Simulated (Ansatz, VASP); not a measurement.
In3SbAs2 in VASP and in Ansatz

```
In Sb As
1.0
     2.96173    0.00000    0.00000
     0.00000    6.00744    0.00000
     0.00000    0.00000    8.85074
In Sb As
3 1 2
Direct
  0.00000 0.00000 0.95828
  0.00000 0.00000 0.29232
  0.00000 0.00000 0.62425
  0.00000 0.50000 0.95841
  0.00000 0.50000 0.30452
  0.00000 0.50000 0.61223
```

Alike in both runs: functional PBE; k mesh 12 × 8 × 4; occupations gaussian, width 0.1 eV; no spin polarisation.

Ansatz relaxed the structure, and its values are those at the end. VASP's run is a single point on that final structure, the one shown.

|  | VASP | Ansatz |
| --- | --- | --- |
| version | VASP 6.6.1 | Ansatz 0.2.0 |
| potentials or method | VASP PAW PBE potentials, release 64 (In_d, Sb, As), cutoff 520 eV | scalar-relativistic, plane waves, PAW |
| valence electrons in the cell | 54 | 84 |

```csv
,VASP,Ansatz,Ansatz less VASP
gap on the k mesh at the Fermi level (eV),none,none,-
pressure (GPa),0.0,0.0,0.00
```

A gap of «none» marks a metal or a gap that the smearing closes. With one functional, cell and mesh, what is left measures potentials, basis and numerics. VASP's potentials hold 54 valence electrons a cell and Ansatz's 84, so a difference there can come from the potentials and not from the codes.

Neither program's run includes spin-orbit coupling.
